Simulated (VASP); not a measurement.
The system is HfIn4SiO6.

```
Hf In Si O
1.0
     2.71585   -4.70357    0.00833
     2.71585    4.70357    0.00833
    -1.87915    0.00000    7.40127
Hf In Si O
1 4 1 6
Direct
  0.78835 0.21165 0.00000
  0.62175 0.37825 0.50000
  0.45502 0.54498 0.00000
  0.28407 0.71593 0.50000
  0.95814 0.04186 0.50000
  0.12168 0.87832 0.00000
  0.06219 0.11415 0.86666
  0.88585 0.93781 0.13334
  0.79490 0.53784 0.86663
  0.46216 0.20510 0.13337
  0.15352 0.62879 0.13333
  0.37121 0.84648 0.86667
```

Base run:

- Program: VASP 6.6.1
- Functional: PBE
- Potentials or basis: VASP PAW PBE potentials, release 64 (Hf_pv, In_d, Si, O)
- Cutoff: 520 eV
- k mesh: 5 × 5 × 4
- Occupations: fermi-dirac, width 0.05 eV
- Spin: no spin polarisation

Its results: band gap on the k mesh zero (bands 51 and 52 overlap by 0.83 eV); pressure -0.6 GPa; largest force 0.146 eV/Å.

After a change of settings the same cell gave: band gap on the k mesh zero (bands 51 and 52 overlap by 1.84 eV); pressure 2.6 GPa; largest force 0.147 eV/Å. Which change was it?
A. k mesh from 5 × 5 × 4 to 3 × 3 × 2
B. functional from PBE to RPBE; k mesh from 5 × 5 × 4 to 6 × 6 × 4
C. k mesh from 5 × 5 × 4 to 4 × 4 × 3; further incar settings from ALGO = Normal; EDIFF = 1e-06; NBANDS = 63 to ALGO = Normal; EDIFF = 1e-07; NBANDS = 63

B.

Caveats: spin-orbit coupling is left out, which moves the levels of the heavy elements; the PAW data sets were made with another functional, which shifts forces and pressure a little (at least some runs).
